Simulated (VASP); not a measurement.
# MgH2 (Pbcn) in VASP: further runs

The runs below take MgH2 through single point, relaxation of cell and atoms, with PBE.

Everything below comes from runs of VASP 6.6.1. Logs are shortened: lines on timing, memory, paths and dates and some standing lists are left out, and cuts for length are marked.

## 1. The cell of the first run

It takes space group Pbcn (No. 60, orthorhombic). Conventional cell: a = 4.507 Å, b = 5.441 Å, c = 4.926 Å, α = 90.00°, β = 90.00°, γ = 90.00°. Within 2.5 Å of Mg (site symmetry 2) lie 6 H at 1.92 to 2.01 Å. Within 3.0 Å of H (site symmetry 1) lie 3 Mg at 1.92 to 2.01 Å and 12 H at 2.51 to 2.97 Å.

## 2. Single point, PBE

The input, INCAR:

```
SYSTEM = MgH2
PREC = Accurate
ENCUT = 520
EDIFF = 1E-6
ISMEAR = 0
SIGMA = 0.02
LREAL = .FALSE.
LASPH = .TRUE.
NELM = 60
ALGO = Normal
ISIF = 2
LWAVE = .FALSE.
LCHARG = .FALSE.
GGA = PE
NBANDS = 20
```

The input, KPOINTS:

```
regular mesh
0
G
  6 4 6
  0 0 0
```

The input, POSCAR:

```
MgH2
1.0
    4.5067348972      0.0000000000      0.0000000000
    0.0000000000      5.4412581454      0.0000000000
    0.0000000000      0.0000000000      4.9264069247
Mg H
4 8
Direct
    0.5000000000      0.8328398411      0.7500000000
    0.0000000000      0.6671601589      0.2500000000
    0.5000000000      0.1671601589      0.2500000000
    0.0000000000      0.3328398411      0.7500000000
    0.7280935614      0.8903074052      0.4195951585
    0.2280935614      0.6096925948      0.5804048415
    0.7719064386      0.6096925948      0.9195951585
    0.2719064386      0.8903074052      0.0804048415
    0.7280935614      0.1096925948      0.9195951585
    0.2280935614      0.3903074052      0.0804048415
    0.7719064386      0.3903074052      0.4195951585
    0.2719064386      0.1096925948      0.5804048415
```

Potentials or basis: VASP PAW PBE potentials, release 64 (Mg, H).

Run with:

```
$ cat potpaw_PBE.64/Mg/POTCAR potpaw_PBE.64/H/POTCAR > POTCAR
$ mpirun -np 1 vasp_std > vasp.out
```

OUTCAR:

```text
SYSTEM = MgH2
   PREC = Accurate
   ENCUT = 520
   EDIFF = 1E-6
   ISMEAR = 0
   LREAL = .FALSE.
   LASPH = .TRUE.
   NELM = 60
   ISIF = 2
   GGA = PE

 ion  position               nearest neighbor table
   1  0.500  0.833  0.750-   6 1.92   7 1.92   5 1.95   8 1.95   9 2.01  12 2.01   3 3.06   3 3.06
                             2 3.46   2 3.46   2 3.46   2 3.46   4 3.53   4 3.53   4 3.53   4 3.53
   2  0.000  0.667  0.250-   5 1.92   8 1.92   7 1.95   6 1.95  10 2.01  11 2.01   4 3.06   4 3.06
                             1 3.46   1 3.46   1 3.46   1 3.46   3 3.53   3 3.53   3 3.53   3 3.53
   3  0.500  0.167  0.250-  10 1.92  11 1.92   9 1.95  12 1.95   5 2.01   8 2.01   1 3.06   1 3.06
                             4 3.46   4 3.46   4 3.46   4 3.46   2 3.53   2 3.53   2 3.53   2 3.53
   4  0.000  0.333  0.750-   9 1.92  12 1.92  11 1.95  10 1.95   6 2.01   7 2.01   2 3.06   2 3.06
                             3 3.46   3 3.46   3 3.46   3 3.46   1 3.53   1 3.53   1 3.53   1 3.53
   5  0.728  0.890  0.420-   2 1.92   1 1.95   3 2.01
   6  0.228  0.610  0.580-   1 1.92   2 1.95   4 2.01
   7  0.772  0.610  0.920-   1 1.92   2 1.95   4 2.01
   8  0.272  0.890  0.080-   2 1.92   1 1.95   3 2.01
   9  0.728  0.110  0.920-   4 1.92   3 1.95   1 2.01
  10  0.228  0.390  0.080-   3 1.92   4 1.95   2 2.01
  11  0.772  0.390  0.420-   3 1.92   4 1.95   2 2.01
  12  0.272  0.110  0.580-   4 1.92   3 1.95   1 2.01

  LATTYP: Found a simple orthorhombic cell.
 ALAT       =     4.5067348972
 B/A-ratio  =     1.0931210815
 C/A-ratio  =     1.2073614866

  Lattice vectors:

 A1 = (  -4.5067348972,   0.0000000000,   0.0000000000)
 A2 = (   0.0000000000,   0.0000000000,   4.9264069247)
 A3 = (   0.0000000000,   5.4412581454,   0.0000000000)

Analysis of symmetry for initial positions (statically):
=====================================================================
 Subroutine PRICEL returns:
 Original cell was already a primitive cell.

 Routine SETGRP: Setting up the symmetry group for a
 simple orthorhombic supercell.

 Subroutine GETGRP returns: Found  8 space group operations
 (whereof  2 operations were pure point group operations)
 out of a pool of  8 trial point group operations.

The static configuration has the point symmetry S_2 .
 The point group associated with its full space group is D_2h.

Analysis of symmetry for dynamics (positions and initial velocities):
=====================================================================
 Subroutine PRICEL returns:
 Original cell was already a primitive cell.

 Routine SETGRP: Setting up the symmetry group for a
 simple orthorhombic supercell.

 Subroutine GETGRP returns: Found  8 space group operations
 (whereof  2 operations were pure point group operations)
 out of a pool of  8 trial point group operations.

The dynamic configuration has the point symmetry S_2 .
 The point group associated with its full space group is D_2h.

 Subroutine INISYM returns: Found  8 space group operations
 (whereof  2 operations are pure point group operations),
 and found     1 'primitive' translations

----------------------------------------------------------------------------------------

                                     Primitive cell

  volume of cell :     120.8069

  direct lattice vectors                    reciprocal lattice vectors
     4.506734897  0.000000000  0.000000000     0.221890132  0.000000000  0.000000000
     0.000000000  5.441258145  0.000000000     0.000000000  0.183781025  0.000000000
     0.000000000  0.000000000  4.926406925     0.000000000  0.000000000  0.202987698

  length of vectors
     4.506734897  5.441258145  4.926406925     0.221890132  0.183781025  0.202987698

  position of ions in fractional coordinates (direct lattice)
     0.500000000  0.832839841  0.750000000
     0.000000000  0.667160159  0.250000000
     0.500000000  0.167160159  0.250000000
     0.000000000  0.332839841  0.750000000
     0.728093561  0.890307405  0.419595159
     0.228093561  0.609692595  0.580404841
     0.771906439  0.609692595  0.919595159
     0.271906439  0.890307405  0.080404841
     0.728093561  0.109692595  0.919595159
     0.228093561  0.390307405  0.080404841
     0.771906439  0.390307405  0.419595159
     0.271906439  0.109692595  0.580404841

  ion indices of the primitive-cell ions
   primitive index   ion index
                 1           1
                 2           2
                 3           3
                 4           4
                 5           5
                 6           6
                 7           7
                 8           8
                 9           9
                10          10
                11          11
                12          12

----------------------------------------------------------------------------------------

 KPOINTS: regular mesh

Automatic generation of k-mesh.
 Grid dimensions read from file:
 generate k-points for:    6    4    6

 Generating k-lattice:

  Cartesian coordinates                     Fractional coordinates (reciprocal lattice)
     0.036981689  0.000000000  0.000000000     0.166666667  0.000000000  0.000000000
     0.000000000  0.045945256  0.000000000     0.000000000  0.250000000  0.000000000
     0.000000000  0.000000000  0.033831283     0.000000000  0.000000000  0.166666667

  Length of vectors
     0.036981689  0.045945256  0.033831283

  Shift w.r.t. Gamma in fractional coordinates (k-lattice)
     0.000000000  0.000000000  0.000000000

 Subroutine IBZKPT returns following result:
 ===========================================

 Found     48 irreducible k-points:

 Following reciprocal coordinates:
            Coordinates               Weight
  0.000000  0.000000  0.000000      1.000000
  0.166667  0.000000  0.000000      2.000000
  0.333333  0.000000  0.000000      2.000000
  0.500000  0.000000  0.000000      1.000000
  0.000000  0.250000  0.000000      2.000000
  0.166667  0.250000  0.000000      4.000000
[... 16 lines left out ...]
  0.333333  0.500000  0.166667      4.000000
  0.500000  0.500000  0.166667      2.000000
 [... further k-points ...]
   k-points           NKPTS =     48   k-points in BZ     NKDIM =     48   number of bands    NBANDS=     20
   number of dos      NEDOS =    301   number of ions     NIONS =     12
   total plane-waves  NPLWV =  57600
   dimension x,y,z NGX =    36 NGY =   40 NGZ =   40
   dimension x,y,z NGXF=    72 NGYF=   80 NGZF=   80
   ions per type =               4   8
   NGX,Y,Z   is equivalent  to a cutoff of  13.28, 12.22, 13.50 a.u.
   NGXF,Y,Z  is equivalent  to a cutoff of  26.56, 24.44, 27.00 a.u.
 SYSTEM =  MgH2
   PREC   = accura    normal or accurate (medium, high low for compatibility)
   ISTART =      0    job   : 0-new  1-cont  2-samecut
   ICHARG =      2    charge: 1-file 2-atom 10-const
   ISPIN  =      1    spin polarized calculation?
   LNONCOLLINEAR =      F non collinear calculations
   LSORBIT =      F    spin-orbit coupling
   LASPH  =      T    aspherical Exc in radial PAW
   ENCUT  =  520.0 eV  38.22 Ry    6.18 a.u.   8.38 10.12  9.16*2*pi/ulx,y,z
   NELM   =     60;   NELMIN=  2; NELMDL= -5     # of ELM steps
   EDIFF  = 0.1E-05   stopping-criterion for ELM
   LREAL  =      F    real-space projection
   EDIFFG = 0.1E-04   stopping-criterion for IOM
   NSW    =      0    number of steps for IOM
   IBRION =     -1    ionic relax: 0-MD 1-quasi-New 2-CG
   NFREE  =      0    steps in history (QN), initial steepest desc. (CG)
   ISIF   =      2    stress and relaxation
   ISYM   =      2    0-nonsym 1-usesym 2-fastsym
   POTIM  = 0.5000    time-step for ionic-motion
   TEBEG  =    0.0;   TEEND  =   0.0 temperature during run
   PSTRESS=    0.0 pullay stress
   NELECT =      16.0000    total number of electrons
   NUPDOWN=      -1.0000    fix difference up-down
   EMIN   =  10.00;   EMAX   =-10.00  energy-range for DOS
   EFERMI =   0.00;   METHOD = LEGACY
   ISMEAR =     0;   SIGMA  =   0.02  broadening in eV -4-tet -1-fermi 0-gaus
   EFERMI_NEDOS =   21; number of points for ismear=-14 and -15
   IALGO  =     38    algorithm
   IMIX   =      4    mixing-type and parameters
     AMIX     =   0.40;   BMIX     =  1.00
     AMIX_MAG =   1.60;   BMIX_MAG =  1.00
  volume/ion in A,a.u.               =      10.07        67.94
  Fermi-wavevector in a.u.,A,eV,Ry     =   0.834483  1.576945  9.474584  0.696362
  Thomas-Fermi vector in A             =   1.947882
   LORBIT       =      0    0 simple, 1 ext, 2 COOP (PROOUT), +10 PAW based schemes
   GGA     = PE    functional components
   LHFCALC =     F    Hartree Fock is set to
   AEXX    =    0.0000 exact exchange contribution
   IVDW    =     0    specifies the selected vdW correction
   LEPSILON=     F    determine dielectric tensor
   LRPA    =     F    only Hartree local field effects (RPA)
 non-spin polarized calculation
 Gauss-broadening in eV      SIGMA  =   0.02
  energy-cutoff  :      520.00
  volume of cell :      120.81
 maximum number of plane-waves:      3288
 NGX is ok and might be reduce to    36
   NGX = 17   NGY = 21   NGZ = 19

 number of electron      15.9999995 magnetization

 Free energy of the ion-electron system (eV)
  ---------------------------------------------------
  ext. energy  EPLUGINS =         0.00000000
  ---------------------------------------------------
  free energy    TOTEN  =       -35.30075109 eV

  energy without entropy =      -35.30075109  energy(sigma->0) =      -35.30075109

 E-fermi :  -0.2263     XC(G=0):  -8.4763

 val. band max:       -0.3386615673   @ k =   0.0000   0.0000   0.0000
 cond. band min:       3.2981431739   @ k =   0.3333   0.0000   0.0000
 fundamental gap:      3.6368047412
 Fermi energy:        -0.2262624044

 k-point     1 :       0.0000    0.0000    0.0000
  band No.  band energies     occupation
      1      -7.0157      2.00000
      2      -3.2543      2.00000
      3      -2.7836      2.00000
      4      -2.4674      2.00000
      5      -2.1821      2.00000
      6      -1.2019      2.00000
[... 12 lines left out ...]
     19       9.2138      0.00000
     20       9.5125      0.00000

 k-point     2 :       0.1667    0.0000    0.0000
  band No.  band energies     occupation
      1      -6.8322      2.00000
      2      -3.3686      2.00000
      3      -2.6648      2.00000
      4      -2.5559      2.00000
      5      -2.3305      2.00000
      6      -1.2466      2.00000
[... 12 lines left out ...]
     19       9.2941      0.00000
     20       9.9832      0.00000

 k-point     3 :       0.3333    0.0000    0.0000
  band No.  band energies     occupation
      1      -6.2896      2.00000
      2      -4.3088      2.00000
      3      -2.4121      2.00000
      4      -2.3331      2.00000
      5      -1.9484      2.00000
      6      -1.4598      2.00000
[... 12 lines left out ...]
     19      10.1603      0.00000
     20      11.0804      0.00000

 k-point     4 :       0.5000    0.0000    0.0000
  band No.  band energies     occupation
      1      -5.4184      2.00000
      2      -5.4184      2.00000
      3      -1.8756      2.00000
      4      -1.8756      2.00000
      5      -1.8235      2.00000
      6      -1.8235      2.00000
[... 429 lines left out ...]
 k-point    23 :       0.3333    0.5000    0.1667
  band No.  band energies     occupation
      1      -5.0939      2.00000
      2      -5.0871      2.00000
      3      -2.9512      2.00000
      4      -2.9352      2.00000
      5      -2.1612      2.00000
      6      -2.1056      2.00000
[... 12 lines left out ...]
     19       9.6633      0.00000
     20      10.0450      0.00000

 k-point    24 :       0.5000    0.5000    0.1667
  band No.  band energies     occupation
      1      -4.6039      2.00000
      2      -4.6039      2.00000
      3      -3.6715      2.00000
      4      -3.6715      2.00000
      5      -1.8363      2.00000
      6      -1.8363      2.00000
[... 12 lines left out ...]
     19       8.8148      0.00000
     20       8.8148      0.00000

 [... further k-points ...]

------------------------ aborting loop because EDIFF is reached ----------------------------------------

  FORCE on cell =-STRESS in cart. coord.  units (eV):
  Direction    XX          YY          ZZ          XY          YZ          ZX
  --------------------------------------------------------------------------------------
  -------------------------------------------------------------------------------------
  Total       -0.2042778     -0.2052082     -0.2276586      0.0000000      0.0000000      0.0000000
  in kB       -2.7091945     -2.7215334     -3.0192773      0.0000000      0.0000000      0.0000000
  external PRESSURE =      -2.8166684 kB  Pullay stress =       0.0000000 kB

 VOLUME and BASIS-vectors are now :
 -----------------------------------------------------------------------------
  energy-cutoff  :      520.00
  volume of cell :      120.81
      direct lattice vectors                 reciprocal lattice vectors
     4.506734897  0.000000000  0.000000000     0.221890132  0.000000000  0.000000000
     0.000000000  5.441258145  0.000000000     0.000000000  0.183781025  0.000000000
     0.000000000  0.000000000  4.926406925     0.000000000  0.000000000  0.202987698

 POSITION                                       TOTAL-FORCE (eV/Angst)
 -----------------------------------------------------------------------------------
      2.25337      4.53170      3.69481        -0.000000      0.010534      0.000000
      0.00000      3.63019      1.23160        -0.000000     -0.010534      0.000000
      2.25337      0.90956      1.23160        -0.000000     -0.010534      0.000000
      0.00000      1.81107      3.69481        -0.000000      0.010534      0.000000
      3.28132      4.84439      2.06710        -0.001303      0.000687      0.000213
      1.02796      3.31749      2.85931        -0.001303     -0.000687     -0.000213
      3.47878      3.31749      4.53030         0.001303     -0.000687      0.000213
      1.22541      4.84439      0.39611         0.001303      0.000687     -0.000213
      3.28132      0.59687      4.53030        -0.001303     -0.000687      0.000213
      1.02796      2.12376      0.39611        -0.001303      0.000687     -0.000213
      3.47878      2.12376      2.06710         0.001303      0.000687      0.000213
      1.22541      0.59687      2.85931         0.001303     -0.000687     -0.000213
 -----------------------------------------------------------------------------------
    total drift:                                0.000000     -0.000000     -0.000000

  FREE ENERGIE OF THE ION-ELECTRON SYSTEM (eV)
  ---------------------------------------------------
  free  energy   TOTEN  =       -35.3007510874 eV

  energy  without entropy=      -35.3007510874  energy(sigma->0) =      -35.30075109
```

Wall time 38 s (1 thread of Intel Xeon 6975P-C (Granite Rapids), shared host); peak memory 0.27 GiB.

Results:

| Property | Result |
| --- | --- |
| Free energy | -35.3008 eV |
| Pressure | -0.3 GPa |
| Largest force | 0.011 eV/Å |
| Band gap on the k mesh | 3.64 eV (least direct gap 3.80 eV) |

Forces in eV/Å, atoms in the order of the input:
```
Mg   0.000  0.011  0.000
Mg   0.000 -0.011  0.000
Mg   0.000 -0.011  0.000
Mg   0.000  0.011  0.000
H   -0.001  0.001  0.000
H   -0.001 -0.001  0.000
H    0.001 -0.001  0.000
H    0.001  0.001  0.000
H   -0.001 -0.001  0.000
H   -0.001  0.001  0.000
H    0.001  0.001  0.000
H    0.001 -0.001  0.000
```

A k mesh can miss the band edges.

## 3. Relaxation of cell and atoms, PBE

This run uses another cell than the first one, of 9.85 Å³/atom.

The input, INCAR:

```
  PREC = Accurate
  ENCUT = 600
  EDIFF = 1E-6
  ISMEAR = 0
  SIGMA = 0.02
  LREAL = F
  LASPH = T
  NELM = 80
  ALGO = Normal
  ISIF = 3
  LWAVE = F
  LCHARG = F
  GGA = PE
  IBRION = 2
  NSW = 100
  EDIFFG = -0.01
```

The input, KPOINTS:

```
Automatic mesh
0
Gamma
  6 4 6
```

The input, POSCAR:

```
MgH2
1.0
    4.4790718700      0.0000000000      0.0000000000
    0.0000000000      5.3926223400      0.0000000000
    0.0000000000      0.0000000000      4.8955037800
Mg H
4 8
Direct
    0.5000000000      0.8315275700      0.7500000000
    0.0000000000      0.6684724300      0.2500000000
    0.5000000000      0.1684724300      0.2500000000
    0.0000000000      0.3315275700      0.7500000000
    0.7276925300      0.8910687200      0.4198123200
    0.2276925300      0.6089312800      0.5801876800
    0.7723074700      0.6089312800      0.9198123200
    0.2723074700      0.8910687200      0.0801876800
    0.7276925300      0.1089312800      0.9198123200
    0.2276925300      0.3910687200      0.0801876800
    0.7723074700      0.3910687200      0.4198123200
    0.2723074700      0.1089312800      0.5801876800
```

Potentials or basis: VASP PAW PBE potentials, release 64 (Mg, H).

Run with:

```
$ cat potpaw_PBE.64/Mg/POTCAR potpaw_PBE.64/H/POTCAR > POTCAR
$ mpirun -np 1 vasp_std > vasp.out
```

It took 1.8 min on 1 thread of Intel Xeon 6975P-C (Granite Rapids), shared host; peak memory 0.31 GiB.

Results (log left out):

| Item | Value |
| --- | --- |
| Free energy | -35.3031 eV |
| Relaxed volume | 10.02 Å³/atom |
| Relaxed cell | a = 4.506 Å, b = 5.431 Å, c = 4.915 Å, α = 90.00°, β = 90.00°, γ = 90.00° |
| Space group after relaxing (to 0.1 Å) | Pbcn (No. 60) |
| Energy gained by relaxing | 0.5 meV/atom |
| Ionic steps | 6 |
| Pressure after relaxing | 0.0 GPa |
| Largest force after relaxing | 0.007 eV/Å |
| Band gap on the k mesh | 3.65 eV (least direct gap 3.78 eV) |

Forces on the atoms (eV/Å):
```
Mg   0.000  0.001  0.000
Mg   0.000 -0.001  0.000
Mg   0.000 -0.001  0.000
Mg   0.000  0.001  0.000
H    0.004 -0.006 -0.002
H    0.004  0.006  0.002
H   -0.004  0.006 -0.002
H   -0.004 -0.006  0.002
H    0.004  0.006 -0.002
H    0.004 -0.006  0.002
H   -0.004 -0.006 -0.002
H   -0.004  0.006  0.002
```

Stress tensor (GPa, compression positive):
```
-0.06  0.00  0.00
 0.00  0.01  0.00
 0.00  0.00  0.05
```

The path:
| step | energy change (eV) | largest force (eV/Å) | pressure (GPa) | volume (Å³) |
| --- | --- | --- | --- | --- |
| 1 | 0.0000 | 0.0133 | 0.91 | 118.25 |
| 2 | -0.0042 | 0.0132 | 0.46 | 119.21 |
| 3 | -0.0057 | 0.0170 | -0.04 | 120.32 |
| 4 | -0.0057 | 0.0168 | -0.01 | 120.25 |
| 5 | -0.0058 | 0.0128 | -0.01 | 120.26 |
| 6 | -0.0060 | 0.0073 | 0.00 | 120.29 |

Final structure:
```cif
data_structure
_symmetry_space_group_name_H-M 'P 1'
_symmetry_Int_Tables_number 1
_cell_length_a 4.5061
_cell_length_b 5.4308
_cell_length_c 4.9154
_cell_angle_alpha 90.000
_cell_angle_beta 90.000
_cell_angle_gamma 90.000
_cell_volume 120.29
loop_
_atom_site_label
_atom_site_type_symbol
_atom_site_fract_x
_atom_site_fract_y
_atom_site_fract_z
_atom_site_occupancy
Mg1 Mg 0.50000 0.83245 0.75000 1
Mg2 Mg 0.00000 0.66755 0.25000 1
Mg3 Mg 0.50000 0.16755 0.25000 1
Mg4 Mg 0.00000 0.33245 0.75000 1
H1 H 0.72817 0.89097 0.41983 1
H2 H 0.22817 0.60903 0.58017 1
H3 H 0.77183 0.60903 0.91983 1
H4 H 0.27183 0.89097 0.08017 1
H5 H 0.72817 0.10903 0.91983 1
H6 H 0.22817 0.39097 0.08017 1
H7 H 0.77183 0.39097 0.41983 1
H8 H 0.27183 0.10903 0.58017 1
```

Levels at points of the mesh, in eV from the valence-band top:
```
           k point  band 5  band 6  band 7  band 8  band 9  band 10  band 11  band 12
(0.00, 0.00, 0.00)   -1.86   -0.86   -0.23    0.00    3.78     4.47     5.86     6.51
(0.50, 0.00, 0.00)   -1.50   -1.50   -1.07   -1.07    3.92     3.92     5.63     5.63
(0.00, 0.50, 0.00)   -1.07   -1.07   -0.50   -0.50    4.69     4.69     5.38     5.38
(0.50, 0.50, 0.00)   -1.08   -1.08   -0.62   -0.62    5.01     5.01     5.16     5.16
(0.00, 0.00, 0.50)   -0.96   -0.96   -0.67   -0.67    4.82     4.82     5.29     5.29
(0.50, 0.00, 0.50)   -1.10   -1.10   -1.10   -1.10    4.30     4.30     4.30     4.30
(0.00, 0.50, 0.50)   -0.39   -0.39   -0.39   -0.39    6.01     6.01     6.01     6.01
(0.50, 0.50, 0.50)   -2.33   -2.33   -2.33   -2.33    6.96     6.96     6.96     6.96
```
